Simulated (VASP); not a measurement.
# Nb3WC4 (Pm-3m) in VASP: further runs

Nb3WC4 is run at these levels: PBE; tasks: single point.

Program: VASP 6.6.1. These are calculated values, not measurements. Logs are shortened: lines on timing, memory, paths and dates and some standing lists are left out, and cuts for length are marked.

**1. The cell of the first run**

The structure is cubic, space group Pm-3m (No. 221). Conventional cell: a = 4.465 Å, b = 4.465 Å, c = 4.465 Å, α = 90.00°, β = 90.00°, γ = 90.00°. Nb (site symmetry 4/mmm) has 6 C at 2.23 Å within 3.0 Å. W (site symmetry m-3m) has 6 C at 2.23 Å within 3.0 Å. C (site symmetry 4/mmm) has 4 Nb at 2.23 Å and 2 W at 2.23 Å within 3.0 Å. C (site symmetry m-3m) has 6 Nb at 2.23 Å within 3.0 Å.

The cell was built from a structure type or drawn by symmetry, and may not be a known phase.

**2. Single point, PBE**

Input file INCAR:

```
SYSTEM = Nb3WC4
  ALGO = Normal
  EDIFF = 1E-6
  ENCUT = 600
  GGA = PE
  GGA_COMPAT = .FALSE.
  ISIF = 2
  ISMEAR = 0
  LASPH = .TRUE.
  LCHARG = .FALSE.
  LREAL = .FALSE.
  LWAVE = .FALSE.
  NBANDS = 44
  NELM = 120
  PREC = Accurate
  SIGMA = 0.2
```

Input file KPOINTS:

```
k-points
0
G
  3 3 3
  0 0 0
```

Input file POSCAR:

```
Nb3WC4
1.0
    4.4645167948      0.0000000000      0.0000000000
    0.0000000000      4.4645167948      0.0000000000
    0.0000000000      0.0000000000      4.4645167948
Nb W C
3 1 4
Direct
    0.5000000000      0.0000000000      0.0000000000
    0.0000000000      0.5000000000      0.0000000000
    0.0000000000      0.0000000000      0.5000000000
    0.5000000000      0.5000000000      0.5000000000
    0.0000000000      0.5000000000      0.5000000000
    0.5000000000      0.0000000000      0.5000000000
    0.5000000000      0.5000000000      0.0000000000
    0.0000000000      0.0000000000      0.0000000000
```

Potentials or basis: VASP PAW PBE potentials, release 64 (Nb_sv, W_sv, C).

The run is started by

```sh
cat potpaw_PBE.64/Nb_sv/POTCAR potpaw_PBE.64/W_sv/POTCAR potpaw_PBE.64/C/POTCAR > POTCAR
mpirun -np 1 vasp_std > vasp.out
```

OUTCAR:

```text
SYSTEM = Nb3WC4
   EDIFF = 1E-6
   ENCUT = 600
   GGA = PE
   ISIF = 2
   ISMEAR = 0
   LASPH = .TRUE.
   LREAL = .FALSE.
   NELM = 120
   PREC = Accurate

 ion  position               nearest neighbor table
   1  0.500  0.000  0.000-   6 2.23   7 2.23   8 2.23   6 2.23   7 2.23   8 2.23   4 3.16   4 3.16
                             4 3.16   4 3.16
   2  0.000  0.500  0.000-   5 2.23   7 2.23   8 2.23   5 2.23   8 2.23   7 2.23   4 3.16   4 3.16
                             4 3.16   4 3.16
   3  0.000  0.000  0.500-   5 2.23   6 2.23   8 2.23   8 2.23   5 2.23   6 2.23   4 3.16   4 3.16
                             4 3.16   4 3.16
   4  0.500  0.500  0.500-   5 2.23   6 2.23   7 2.23   7 2.23   6 2.23   5 2.23   1 3.16   2 3.16
                             1 3.16   1 3.16   3 3.16   2 3.16   1 3.16   2 3.16   3 3.16   3 3.16
   5  0.000  0.500  0.500-   2 2.23   3 2.23   4 2.23   2 2.23   3 2.23   4 2.23
   6  0.500  0.000  0.500-   1 2.23   3 2.23   4 2.23   1 2.23   4 2.23   3 2.23
   7  0.500  0.500  0.000-   1 2.23   2 2.23   4 2.23   4 2.23   1 2.23   2 2.23
   8  0.000  0.000  0.000-   1 2.23   2 2.23   3 2.23   3 2.23   2 2.23   1 2.23

  LATTYP: Found a simple cubic cell.
 ALAT       =     4.4645167948

  Lattice vectors:

 A1 = (   4.4645167948,   0.0000000000,   0.0000000000)
 A2 = (   0.0000000000,   4.4645167948,   0.0000000000)
 A3 = (   0.0000000000,   0.0000000000,   4.4645167948)

Analysis of symmetry for initial positions (statically):
=====================================================================
 Subroutine PRICEL returns:
 Original cell was already a primitive cell.

 Routine SETGRP: Setting up the symmetry group for a
 simple cubic supercell.

 Subroutine GETGRP returns: Found 48 space group operations
 (whereof 48 operations were pure point group operations)
 out of a pool of 48 trial point group operations.

The static configuration has the point symmetry O_h .

Analysis of symmetry for dynamics (positions and initial velocities):
=====================================================================
 Subroutine PRICEL returns:
 Original cell was already a primitive cell.

 Routine SETGRP: Setting up the symmetry group for a
 simple cubic supercell.

 Subroutine GETGRP returns: Found 48 space group operations
 (whereof 48 operations were pure point group operations)
 out of a pool of 48 trial point group operations.

The dynamic configuration has the point symmetry O_h .

 Subroutine INISYM returns: Found 48 space group operations
 (whereof 48 operations are pure point group operations),
 and found     1 'primitive' translations

[... 92 lines left out ...]
   ISYM   =      2    0-nonsym 1-usesym 2-fastsym
   POTIM  = 0.5000    time-step for ionic-motion
   TEBEG  =    0.0;   TEEND  =   0.0 temperature during run
   PSTRESS=    0.0 pullay stress
   NELECT =      69.0000    total number of electrons
   NUPDOWN=      -1.0000    fix difference up-down
   EMIN   =  10.00;   EMAX   =-10.00  energy-range for DOS
   EFERMI =   0.00;   METHOD = LEGACY
   ISMEAR =     0;   SIGMA  =   0.20  broadening in eV -4-tet -1-fermi 0-gaus
   EFERMI_NEDOS =   21; number of points for ismear=-14 and -15
   IALGO  =     38    algorithm
   IMIX   =      4    mixing-type and parameters
     AMIX     =   0.40;   BMIX     =  1.00
     AMIX_MAG =   1.60;   BMIX_MAG =  1.00
  volume/ion in A,a.u.               =      11.12        75.06
  Fermi-wavevector in a.u.,A,eV,Ry     =   1.504008  2.842162 30.776912  2.262039
  Thomas-Fermi vector in A             =   2.615044
   LORBIT       =      0    0 simple, 1 ext, 2 COOP (PROOUT), +10 PAW based schemes
   GGA     = PE    functional components
   LHFCALC =     F    Hartree Fock is set to
   AEXX    =    0.0000 exact exchange contribution
   IVDW    =     0    specifies the selected vdW correction
   LEPSILON=     F    determine dielectric tensor
   LRPA    =     F    only Hartree local field effects (RPA)
 non-spin polarized calculation
 Gauss-broadening in eV      SIGMA  =   0.20
  energy-cutoff  :      600.00
  volume of cell :       88.99
 maximum number of plane-waves:      2983
 NGX is ok and might be reduce to    36
   NGX = 17   NGY = 17   NGZ = 17

 number of electron      69.0000012 magnetization

 Free energy of the ion-electron system (eV)
  ---------------------------------------------------
  ext. energy  EPLUGINS =         0.00000000
  ---------------------------------------------------
  free energy    TOTEN  =       -82.43053982 eV

  energy without entropy =      -82.32107988  energy(sigma->0) =      -82.37580985

 E-fermi :  12.4553     XC(G=0): -13.1838

 val. band max:       12.3560302668   @ k =   0.3333   0.0000   0.0000
 cond. band min:      12.5528309717   @ k =   0.3333   0.3333   0.3333
 fundamental gap:      0.1968007049
 Fermi energy:        12.4553069609

 k-point     1 :       0.0000    0.0000    0.0000
  band No.  band energies     occupation
      1     -62.9711      2.00000
      2     -43.4213      2.00000
      3     -43.3130      2.00000
      4     -43.3130      2.00000
      5     -27.1735      2.00000
      6     -27.1735      2.00000
[... 177 lines left out ...]
     43      15.5623      0.00000
     44      15.5623      0.00000

------------------------ aborting loop because EDIFF is reached ----------------------------------------

  FORCE on cell =-STRESS in cart. coord.  units (eV):
  Direction    XX          YY          ZZ          XY          YZ          ZX
  --------------------------------------------------------------------------------------
  -------------------------------------------------------------------------------------
  Total       -0.5834714     -0.5834714     -0.5834714      0.0000000     -0.0000000      0.0000000
  in kB      -10.5052583    -10.5052583    -10.5052583      0.0000000     -0.0000000      0.0000000
  external PRESSURE =     -10.5052583 kB  Pullay stress =       0.0000000 kB

 VOLUME and BASIS-vectors are now :
 -----------------------------------------------------------------------------
  energy-cutoff  :      600.00
  volume of cell :       88.99
      direct lattice vectors                 reciprocal lattice vectors
     4.464516795  0.000000000  0.000000000     0.223988406  0.000000000  0.000000000
     0.000000000  4.464516795  0.000000000     0.000000000  0.223988406  0.000000000
     0.000000000  0.000000000  4.464516795     0.000000000  0.000000000  0.223988406

 POSITION                                       TOTAL-FORCE (eV/Angst)
 -----------------------------------------------------------------------------------
      2.23226      0.00000      0.00000         0.000000      0.000000      0.000000
      0.00000      2.23226      0.00000         0.000000      0.000000      0.000000
      0.00000      0.00000      2.23226         0.000000      0.000000      0.000000
      2.23226      2.23226      2.23226         0.000000      0.000000      0.000000
      0.00000      2.23226      2.23226         0.000000      0.000000      0.000000
      2.23226      0.00000      2.23226         0.000000      0.000000      0.000000
      2.23226      2.23226      0.00000         0.000000      0.000000      0.000000
      0.00000      0.00000      0.00000         0.000000      0.000000      0.000000
 -----------------------------------------------------------------------------------
    total drift:                                0.000000      0.000000     -0.000000

  FREE ENERGIE OF THE ION-ELECTRON SYSTEM (eV)
  ---------------------------------------------------
  free  energy   TOTEN  =       -82.4305398189 eV

  energy  without entropy=      -82.3210798771  energy(sigma->0) =      -82.37580985
```

Wall time 48 s (1 thread of AMD EPYC 7R13, shared host); peak memory 0.18 GiB.

Results:

- Free energy: -82.4305 eV
- Pressure: -1.1 GPa
- Band gap on the k mesh: zero (an odd number of electrons rules out a gap without spin polarisation)

Caveat: the k points lie up to 0.47 Å⁻¹ apart, too coarse for converged energies and pressures of a metal; spin-orbit coupling is left out, which moves the levels of the heavy elements.

**3. Single point, PBE**

This run uses another cell than the first one, of 11.04 Å³/atom.

Input file INCAR:

```
SYSTEM = Nb3WC4
  PREC = Accurate
  ENCUT = 600
  EDIFF = 1E-6
  ISMEAR = 0
  SIGMA = 0.2
  LREAL = .False.
  LASPH = .True.
  NELM = 120
  ALGO = Normal
  ISIF = 2
  LWAVE = .False.
  LCHARG = .False.
  GGA = PE
  NBANDS = 44
  GGA_COMPAT = .False.
```

Input file KPOINTS:

```
Automatic mesh
0
Gamma
  4 4 4
  0 0 0
```

Input file POSCAR:

```
Nb3WC4
1.0
    4.4535924029      0.0000000000      0.0000000000
    0.0000000000      4.4535924029      0.0000000000
    0.0000000000      0.0000000000      4.4535924029
Nb W C
3 1 4
Direct
    0.5000000000      0.0000000000      0.5000000000
    0.5000000000      0.5000000000      0.0000000000
    0.0000000000      0.5000000000      0.5000000000
    0.0000000000      0.0000000000      0.0000000000
    0.5000000000      0.0000000000      0.0000000000
    0.5000000000      0.5000000000      0.5000000000
    0.0000000000      0.5000000000      0.0000000000
    0.0000000000      0.0000000000      0.5000000000
```

Potentials or basis: VASP PAW PBE potentials, release 64 (Nb_sv, W_sv, C).

The run is started by

```sh
cat potpaw_PBE.64/Nb_sv/POTCAR potpaw_PBE.64/W_sv/POTCAR potpaw_PBE.64/C/POTCAR > POTCAR
mpirun -np 1 vasp_std > vasp.out
```

It took 2.1 min on 1 thread of AMD EPYC 7R13, shared host; peak memory 0.2 GiB.

Results (log left out):

| Item | Value |
| --- | --- |
| Free energy | -83.4076 eV |
| Pressure | -0.5 GPa |
| Band gap on the k mesh | zero (an odd number of electrons rules out a gap without spin polarisation) |

Levels at points of the mesh, in eV from the Fermi level:
```tsv
k point	band 30	band 31	band 32	band 33	band 34	band 35	band 36	band 37	band 38	band 39
(0.00, 0.00, 0.00)	-1.51	-1.51	-1.51	-1.35	-1.35	-1.35	-0.25	-0.25	-0.25	0.08
(0.50, 0.00, 0.00)	-2.99	-2.26	-2.26	-2.25	-2.25	0.63	1.15	1.29	1.29	1.48
(0.50, 0.50, 0.00)	-4.59	-4.59	-4.27	0.35	0.35	0.81	0.83	1.87	2.24	2.52
(0.50, 0.50, 0.50)	-5.19	-5.19	-5.19	1.60	1.60	1.60	2.09	2.09	2.20	2.20
```

Caveat: spin-orbit coupling is left out, which moves the levels of the heavy elements.

**4. Single point, PBE**

This run uses another cell than the first one, of 11.04 Å³/atom.

Input file INCAR:

```
SYSTEM = Nb3WC4
PREC = Accurate ; ENCUT = 600
EDIFF = 1E-6 ; ISMEAR = 0
SIGMA = 0.1 ; LREAL = .FALSE.
LASPH = .TRUE. ; NELM = 120
ALGO = Normal ; ISIF = 2
LWAVE = .FALSE. ; LCHARG = .FALSE.
GGA = PE ; NBANDS = 44
GGA_COMPAT = .FALSE.
```

Input file KPOINTS:

```
Automatic mesh
0
G
  4 4 4
  0 0 0
```

POSCAR is that of step 3.

The run is started by

```sh
cat potpaw_PBE.64/Nb_sv/POTCAR potpaw_PBE.64/W_sv/POTCAR potpaw_PBE.64/C/POTCAR > POTCAR
mpirun -np 1 vasp_std > vasp.out
```

It took 1.9 min on 1 thread of AMD EPYC 7R13, shared host; peak memory 0.2 GiB.

Results (log left out):

```
Free energy            : -83.3901 eV
Pressure               : -0.6 GPa
Band gap on the k mesh : zero (an odd number of electrons rules out a gap without spin polarisation)
```

Levels at points of the mesh, in eV from the Fermi level:
| k point | band 31 | band 32 | band 33 | band 34 | band 35 | band 36 | band 37 | band 38 |
| --- | --- | --- | --- | --- | --- | --- | --- | --- |
| (0.00, 0.00, 0.00) | -1.52 | -1.52 | -1.36 | -1.36 | -1.36 | -0.26 | -0.26 | -0.26 |
| (0.50, 0.00, 0.00) | -2.27 | -2.27 | -2.27 | -2.27 | 0.61 | 1.14 | 1.28 | 1.28 |
| (0.50, 0.50, 0.00) | -4.60 | -4.28 | 0.34 | 0.34 | 0.79 | 0.82 | 1.86 | 2.22 |
| (0.50, 0.50, 0.50) | -5.20 | -5.20 | 1.58 | 1.58 | 1.58 | 2.08 | 2.08 | 2.19 |

Caveat: spin-orbit coupling is left out, which moves the levels of the heavy elements.

**5. Overview**

| cell | k mesh | smearing | gap on the mesh (eV) | pressure (GPa) |
| --- | --- | --- | --- | --- |
| a = 4.465 Å, 8 atoms | 3 × 3 × 3 | gaussian 0.2 eV | none | -1.1 |
| a = 4.454 Å, 8 atoms | 4 × 4 × 4 | gaussian 0.2 eV | none | -0.5 |
| a = 4.454 Å, 8 atoms | 4 × 4 × 4 | gaussian 0.1 eV | none | -0.6 |

Alike in all rows: task single point; level PBE; potentials or basis VASP PAW PBE potentials, release 64 (Nb_sv, W_sv, C); no spin polarisation; cutoff (eV) 600.

Caveats: some runs use coarse meshes; spin-orbit coupling is left out, which moves the levels of the heavy elements.

Absolute energies hang on the potentials; compare differences alone.
